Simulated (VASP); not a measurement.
# SnO2 (P4_2/mnm) in VASP: notebook

The runs below take SnO2 through single point, with LDA, revPBE.

Everything below comes from runs of VASP 6.6.1. Logs are shortened: lines on timing, memory, paths and dates and some standing lists are left out, and cuts for length are marked.

## Step 1: The cell of the first run

Symmetry: P4_2/mnm, No. 136, tetragonal system. Conventional cell: a = 4.738 Å, b = 4.738 Å, c = 3.187 Å, α = 90.00°, β = 90.00°, γ = 90.00°. Within 2.7 Å of Sn (site symmetry mmm) lie 6 O at 2.05 to 2.06 Å. Within 2.7 Å of O (site symmetry m2m) lie 3 Sn at 2.05 to 2.06 Å and 1 O at 2.59 Å.

## Step 2: Single point, LDA

File INCAR:

```
SYSTEM = SnO2
PREC = Accurate
ENCUT = 520
EDIFF = 1E-6
ISMEAR = -1
SIGMA = 0.05
LREAL = .False.
LASPH = .True.
NELM = 60
ALGO = Normal
ISIF = 2
LWAVE = .False.
LCHARG = .True.
LELF = .True.
LVHAR = .True.
NBANDS = 35
```

File KPOINTS:

```
Automatic mesh
0
Gamma
  6 6 8
  0 0 0
```

File POSCAR:

```
SnO2
1.0
    4.7380000000      0.0000000000      0.0000000000
    0.0000000000      4.7380000000      0.0000000000
    0.0000000000      0.0000000000      3.1865000000
Sn O
2 4
Direct
    0.5000000000      0.5000000000      0.5000000000
    0.0000000000      0.0000000000      0.0000000000
    0.8071000000      0.1929000000      0.5000000000
    0.6929000000      0.6929000000      0.0000000000
    0.1929000000      0.8071000000      0.5000000000
    0.3071000000      0.3071000000      0.0000000000
```

Potentials or basis: VASP PAW LDA potentials, release 64 (Sn_d, O).

The run is started by

```
$ cat potpaw_LDA.64/Sn_d/POTCAR potpaw_LDA.64/O/POTCAR > POTCAR
$ mpirun -np 1 vasp_std > vasp.out
```

OUTCAR:

```text
SYSTEM = SnO2
   PREC = Accurate
   ENCUT = 520
   EDIFF = 1E-6
   ISMEAR = -1
   LREAL = .False.
   LASPH = .True.
   NELM = 60
   ISIF = 2

 ion  position               nearest neighbor table
   1  0.500  0.500  0.500-   4 2.05   6 2.05   4 2.05   6 2.05   5 2.06   3 2.06   2 3.71   2 3.71
                             2 3.71   2 3.71   2 3.71   2 3.71   2 3.71   2 3.71
   2  0.000  0.000  0.000-   3 2.05   5 2.05   3 2.05   5 2.05   4 2.06   6 2.06   1 3.71   1 3.71
                             1 3.71   1 3.71   1 3.71   1 3.71   1 3.71   1 3.71
   3  0.807  0.193  0.500-   2 2.05   2 2.05   1 2.06
   4  0.693  0.693  0.000-   1 2.05   1 2.05   2 2.06
   5  0.193  0.807  0.500-   2 2.05   2 2.05   1 2.06
   6  0.307  0.307  0.000-   1 2.05   1 2.05   2 2.06

  LATTYP: Found a simple tetragonal cell.
 ALAT       =     4.7380000000
 C/A-ratio  =     0.6725411566

  Lattice vectors:

 A1 = (   4.7380000000,   0.0000000000,   0.0000000000)
 A2 = (   0.0000000000,   4.7380000000,   0.0000000000)
 A3 = (   0.0000000000,   0.0000000000,   3.1865000000)

Analysis of symmetry for initial positions (statically):
=====================================================================
 Subroutine PRICEL returns:
 Original cell was already a primitive cell.

 Routine SETGRP: Setting up the symmetry group for a
 simple tetragonal supercell.

 Subroutine GETGRP returns: Found 16 space group operations
 (whereof  8 operations were pure point group operations)
 out of a pool of 16 trial point group operations.

The static configuration has the point symmetry D_2h.
 The point group associated with its full space group is D_4h.

Analysis of symmetry for dynamics (positions and initial velocities):
=====================================================================
 Subroutine PRICEL returns:
 Original cell was already a primitive cell.

 Routine SETGRP: Setting up the symmetry group for a
 simple tetragonal supercell.

 Subroutine GETGRP returns: Found 16 space group operations
 (whereof  8 operations were pure point group operations)
 out of a pool of 16 trial point group operations.

The dynamic configuration has the point symmetry D_2h.
 The point group associated with its full space group is D_4h.

 Subroutine INISYM returns: Found 16 space group operations
 (whereof  8 operations are pure point group operations),
 and found     1 'primitive' translations

----------------------------------------------------------------------------------------

                                     Primitive cell
[... 103 lines left out ...]
   IBRION =     -1    ionic relax: 0-MD 1-quasi-New 2-CG
   NFREE  =      0    steps in history (QN), initial steepest desc. (CG)
   ISIF   =      2    stress and relaxation
   ISYM   =      2    0-nonsym 1-usesym 2-fastsym
   POTIM  = 0.5000    time-step for ionic-motion
   TEBEG  =    0.0;   TEEND  =   0.0 temperature during run
   PSTRESS=    0.0 pullay stress
   NELECT =      52.0000    total number of electrons
   NUPDOWN=      -1.0000    fix difference up-down
   EMIN   =  10.00;   EMAX   =-10.00  energy-range for DOS
   EFERMI =   0.00;   METHOD = LEGACY
   ISMEAR =    -1;   SIGMA  =   0.05  broadening in eV -4-tet -1-fermi 0-gaus
   EFERMI_NEDOS =   21; number of points for ismear=-14 and -15
   IALGO  =     38    algorithm
   IMIX   =      4    mixing-type and parameters
     AMIX     =   0.40;   BMIX     =  1.00
     AMIX_MAG =   1.60;   BMIX_MAG =  1.00
  volume/ion in A,a.u.               =      11.92        80.45
  Fermi-wavevector in a.u.,A,eV,Ry     =   1.472000  2.781677 29.480903  2.166785
  Thomas-Fermi vector in A             =   2.587068
   LORBIT       =      0    0 simple, 1 ext, 2 COOP (PROOUT), +10 PAW based schemes
   GGA     = CA    functional components
   LHFCALC =     F    Hartree Fock is set to
   AEXX    =    0.0000 exact exchange contribution
   IVDW    =     0    specifies the selected vdW correction
   LEPSILON=     F    determine dielectric tensor
   LRPA    =     F    only Hartree local field effects (RPA)
 non-spin polarized calculation
  energy-cutoff  :      520.00
  volume of cell :       71.53
 maximum number of plane-waves:      1992
 NGX is ok and might be reduce to    36
   NGX = 17   NGY = 17   NGZ = 11

 number of electron      51.9999993 magnetization

 Free energy of the ion-electron system (eV)
  ---------------------------------------------------
  ext. energy  EPLUGINS =         0.00000000
  ---------------------------------------------------
  free energy    TOTEN  =       -42.27796916 eV

  energy without entropy =      -42.27796906  energy(sigma->0) =      -42.27796911

 E-fermi :   6.4602     XC(G=0): -11.7993

 val. band max:        5.8655962675   @ k =   0.0000   0.0000   0.0000
 cond. band min:       7.0344187779   @ k =   0.0000   0.0000   0.0000
 fundamental gap:      1.1688225104
 Fermi energy:         6.4602429427

 k-point     1 :       0.0000    0.0000    0.0000
  band No.  band energies     occupation
      1     -15.1398      2.00000
      2     -14.3940      2.00000
      3     -14.0999      2.00000
      4     -14.0846      2.00000
      5     -14.0846      2.00000
      6     -13.9873      2.00000
[... 901 lines left out ...]
     34      18.0412      0.00000
     35      18.1865      0.00000

 [... further k-points ...]

------------------------ aborting loop because EDIFF is reached ----------------------------------------

  FORCE on cell =-STRESS in cart. coord.  units (eV):
  Direction    XX          YY          ZZ          XY          YZ          ZX
  --------------------------------------------------------------------------------------
  -------------------------------------------------------------------------------------
  Total       -0.0836774     -0.0836774      0.6087999     -0.0000000      0.0000000      0.0000000
  in kB       -1.8741941     -1.8741941     13.6358152     -0.0000000      0.0000000      0.0000000
  external PRESSURE =       3.2958090 kB  Pullay stress =       0.0000000 kB

 VOLUME and BASIS-vectors are now :
 -----------------------------------------------------------------------------
  energy-cutoff  :      520.00
  volume of cell :       71.53
      direct lattice vectors                 reciprocal lattice vectors
     4.738000000  0.000000000  0.000000000     0.211059519  0.000000000  0.000000000
     0.000000000  4.738000000  0.000000000     0.000000000  0.211059519  0.000000000
     0.000000000  0.000000000  3.186500000     0.000000000  0.000000000  0.313823945

 POSITION                                       TOTAL-FORCE (eV/Angst)
 -----------------------------------------------------------------------------------
      2.36900      2.36900      1.59325         0.000000     -0.000000      0.000000
      0.00000      0.00000      0.00000         0.000000     -0.000000      0.000000
      3.82404      0.91396      1.59325        -0.127875      0.127875      0.000000
      3.28296      3.28296      0.00000         0.127875      0.127875      0.000000
      0.91396      3.82404      1.59325         0.127875     -0.127875      0.000000
      1.45504      1.45504      0.00000        -0.127875     -0.127875      0.000000
 -----------------------------------------------------------------------------------
    total drift:                               -0.000000      0.000000      0.000000

  FREE ENERGIE OF THE ION-ELECTRON SYSTEM (eV)
  ---------------------------------------------------
  free  energy   TOTEN  =       -42.2779691585 eV

  energy  without entropy=      -42.2779690636  energy(sigma->0) =      -42.27796911
```

It took 2 min on 1 thread of Intel Xeon 8259CL, shared host; peak memory 0.22 GiB.

Results:

| Property | Result |
| --- | --- |
| Free energy | -42.2780 eV |
| Pressure | 0.3 GPa |
| Largest force | 0.181 eV/Å |
| Band gap on the k mesh | 1.17 eV |

Forces in eV/Å, atoms in the order of the input:
```
Sn   0.000  0.000  0.000
Sn   0.000  0.000  0.000
O   -0.128  0.128  0.000
O    0.128  0.128  0.000
O    0.128 -0.128  0.000
O   -0.128 -0.128  0.000
```

Levels at points of the mesh, in eV from the valence-band top:
| k point | band 23 | band 24 | band 25 | band 26 | band 27 | band 28 | band 29 | band 30 |
| --- | --- | --- | --- | --- | --- | --- | --- | --- |
| (0.00, 0.00, 0.00) | -1.26 | -0.81 | -0.81 | 0.00 | 1.17 | 5.92 | 6.09 | 6.09 |
| (0.50, 0.00, 0.00) | -1.23 | -1.23 | -0.66 | -0.66 | 4.31 | 4.31 | 6.82 | 6.82 |
| (0.50, 0.50, 0.00) | -1.35 | -1.35 | -0.92 | -0.92 | 4.68 | 4.68 | 7.30 | 7.30 |
| (0.00, 0.00, 0.50) | -1.71 | -1.71 | -1.28 | -1.28 | 6.04 | 6.04 | 9.50 | 9.50 |
| (0.50, 0.00, 0.50) | -1.13 | -1.13 | -0.73 | -0.73 | 6.32 | 6.32 | 7.84 | 7.84 |
| (0.50, 0.50, 0.50) | -1.00 | -1.00 | -0.85 | -0.85 | 4.73 | 4.73 | 8.58 | 8.58 |

Caveat: spin-orbit coupling is left out, which moves the levels of the heavy elements. LDA gaps usually lie below the measured ones, often by a third to a half.

## Step 3: Single point, revPBE

File INCAR:

```
SYSTEM = SnO2
PREC = Accurate
ENCUT = 520
EDIFF = 1E-6
ISMEAR = -1
SIGMA = 0.05
LREAL = .FALSE.
LASPH = .TRUE.
NELM = 100
ALGO = Normal
ISIF = 2
LWAVE = .FALSE.
LCHARG = .FALSE.
GGA = RE
NBANDS = 35
```

File KPOINTS:

```
regular mesh
0
G
  6 6 8
  0 0 0
```

POSCAR is that of step 2.

Potentials or basis: VASP PAW PBE potentials, release 64 (Sn_d, O).

The run is started by

```
$ cat potpaw_PBE.64/Sn_d/POTCAR potpaw_PBE.64/O/POTCAR > POTCAR
$ mpirun -np 1 vasp_std > vasp.out
```

It took 1.7 min on 1 thread of Intel Xeon 8259CL, shared host; peak memory 0.24 GiB.

Results (log left out):

```yaml
Free_energy: -35.0176 eV
Pressure: 14.9 GPa
Largest_force: 0.317 eV/Å
Band_gap_on_the_k_mesh: 1.34 eV
```

Forces in eV/Å, atoms in the order of the input:
```
Sn   0.000  0.000  0.000
Sn   0.000  0.000  0.000
O   -0.224  0.224  0.000
O    0.224  0.224  0.000
O    0.224 -0.224  0.000
O   -0.224 -0.224  0.000
```

Stress tensor (GPa, compression positive):
```
13.73  0.00  0.00
 0.00 13.73  0.00
 0.00  0.00 17.16
```

Levels at points of the mesh, in eV from the valence-band top:
| k point | band 22 | band 23 | band 24 | band 25 | band 26 | band 27 | band 28 | band 29 | band 30 | band 31 |
| --- | --- | --- | --- | --- | --- | --- | --- | --- | --- | --- |
| (0.00, 0.00, 0.00) | -1.22 | -1.22 | -0.77 | -0.77 | 0.00 | 1.34 | 6.24 | 6.45 | 6.45 | 10.68 |
| (0.50, 0.00, 0.00) | -1.94 | -1.18 | -1.18 | -0.63 | -0.63 | 4.51 | 4.51 | 7.20 | 7.20 | 11.06 |
| (0.50, 0.50, 0.00) | -1.94 | -1.30 | -1.30 | -0.90 | -0.90 | 4.90 | 4.90 | 7.63 | 7.63 | 11.10 |
| (0.00, 0.00, 0.50) | -2.57 | -1.64 | -1.64 | -1.26 | -1.26 | 6.29 | 6.29 | 9.90 | 9.90 | 10.82 |
| (0.50, 0.00, 0.50) | -1.71 | -1.09 | -1.09 | -0.69 | -0.69 | 6.57 | 6.57 | 8.16 | 8.16 | 11.17 |
| (0.50, 0.50, 0.50) | -2.42 | -0.97 | -0.97 | -0.83 | -0.83 | 4.99 | 4.99 | 9.02 | 9.02 | 11.17 |

Caveat: the cell stands under pressure; the PAW data sets were made with another functional, which shifts forces and pressure a little; spin-orbit coupling is left out, which moves the levels of the heavy elements.
